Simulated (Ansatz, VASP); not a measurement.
# Two plane-wave programs on BaF2

POSCAR

```
BaF2
1.0
    0.0000000000      3.0971612412      3.0971612412
    3.0971612412      0.0000000000      3.0971612412
    3.0971612412      3.0971612412      0.0000000000
Ba F
1 2
Direct
    0.0000000000      0.0000000000      0.0000000000
    0.2500000000      0.2500000000      0.2500000000
    0.7500000000      0.7500000000      0.7500000000
```

The input INCAR.step1:

```
SYSTEM = BaF2
PREC = Accurate ; ENCUT = 520
EDIFF = 1E-5 ; ISMEAR = 1
SIGMA = 0.5 ; LREAL = .FALSE.
LASPH = .TRUE. ; NELM = 120
ALGO = Normal ; ISIF = 2
LWAVE = .TRUE. ; LCHARG = .FALSE.
GGA = PE ; NBANDS = 19
GGA_COMPAT = .FALSE.
```

Contents of INCAR.step2:

```
SYSTEM = BaF2
PREC = Accurate ; ENCUT = 520
EDIFF = 1E-6 ; ISMEAR = 1
SIGMA = 0.5 ; LREAL = .FALSE.
LASPH = .TRUE. ; NELM = 120
ALGO = Normal ; ISIF = 2
LWAVE = .FALSE. ; LCHARG = .FALSE.
GGA = PE ; LHFCALC = .TRUE.
HFSCREEN = 0.2079 ; PRECFOCK = Normal
ISTART = 1 ; NBANDS = 19
GGA_COMPAT = .FALSE.
```

KPOINTS

```
regular mesh
0
G
  4 4 4
  0 0 0
```

Input for Ansatz:

```yaml
crystal:
  lattice:
    - [0.0, 3.0971612412, 3.0971612412]
    - [3.0971612412, 0.0, 3.0971612412]
    - [3.0971612412, 3.0971612412, 0.0]
  atoms:
    - { symbol: Ba, position: [0.0, 0.0, 0.0] }
    - { symbol: F, position: [0.25, 0.25, 0.25] }
    - { symbol: F, position: [0.75, 0.75, 0.75] }
kpoints:
  mp_grid: { grid: [4, 4, 4] }
hamiltonian:
  xc: hse06
scf:
  occupations: { method: cold, width: 0.5 }
  n_extra_bands: 4
output:
  forces: true
  stress: true
  eigenvalues: true
```

Alike in both runs: task single point; functional HSE06; k mesh 4 × 4 × 4; no spin polarisation.

```csv
,VASP,Ansatz
version,VASP 6.6.1,Ansatz 0.2.0
potentials or method,"VASP PAW PBE potentials, release 64 (Ba_sv, F)",plane waves
plane-wave cutoff (eV),520,420
occupations,"methfessel-paxton of order 1, width 0.5 eV","cold, width 0.5 eV"
valence electrons in the cell,24,24
```

Ansatz gave:

| Property | Result |
| --- | --- |
| gap on the k mesh at the Fermi level (eV) | 8.77 |
| pressure (GPa) | 0.4 |

Q: What did VASP give for the same quantities?

A: gap on the k mesh at the Fermi level (eV): 8.69; pressure (GPa): 1.2.

Ansatz's warnings: stress exchange threshold loose, stress scf threshold loose.

The k mesh is coarse, so the values compare programs but aren't converged. Neither program's run includes spin-orbit coupling.
